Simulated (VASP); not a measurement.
Cd3InO, 5 atoms in the cell. The structure is cubic, space group Pm-3m (No. 221). Conventional cell: a = 4.768 Å, b = 4.768 Å, c = 4.768 Å, α = 90.00°, β = 90.00°, γ = 90.00°. Cd (site symmetry 4/mmm) has 2 O at 2.38 Å within 3.1 Å. In (site symmetry m-3m) has 12 Cd at 3.37 Å and 8 O at 4.13 Å within 4.4 Å. O (site symmetry m-3m) has 6 Cd at 2.38 Å within 3.1 Å. 

```yaml
Program: VASP 6.6.1
Task: relaxation of cell and atoms
Functional: PBE
Potentials_or_basis: VASP PAW PBE potentials, release 64 (Cd, In_d, O)
Cutoff: 600 eV
k_mesh: 8 × 8 × 8
Occupations: gaussian, width 0.1 eV
Spin: no spin polarisation
Dipole_correction: no
Further_INCAR_settings: ALGO = Normal; EDIFF = 1e-06; IBRION = 2; EDIFFG = -0.01; NSW = 100; ISIF = 3
```

Potentials or basis: VASP PAW PBE potentials, release 64 (Cd, In_d, O).

Command:

```sh
$ cat potpaw_PBE.64/Cd/POTCAR potpaw_PBE.64/In_d/POTCAR potpaw_PBE.64/O/POTCAR > POTCAR
$ mpirun -np 1 vasp_std > vasp.out
```

Hardware: 1 thread of Intel(R) Xeon(R) 6975P-C (Granite Rapids) (shared host).

Question: How long does it take, and how much memory?

Answer: Wall time 94 s on 1 thread of Intel(R) Xeon(R) 6975P-C (Granite Rapids), with other jobs on the host, peak memory 0.34 GiB. Counts: scf iterations 24, k points 35, ion steps 2.
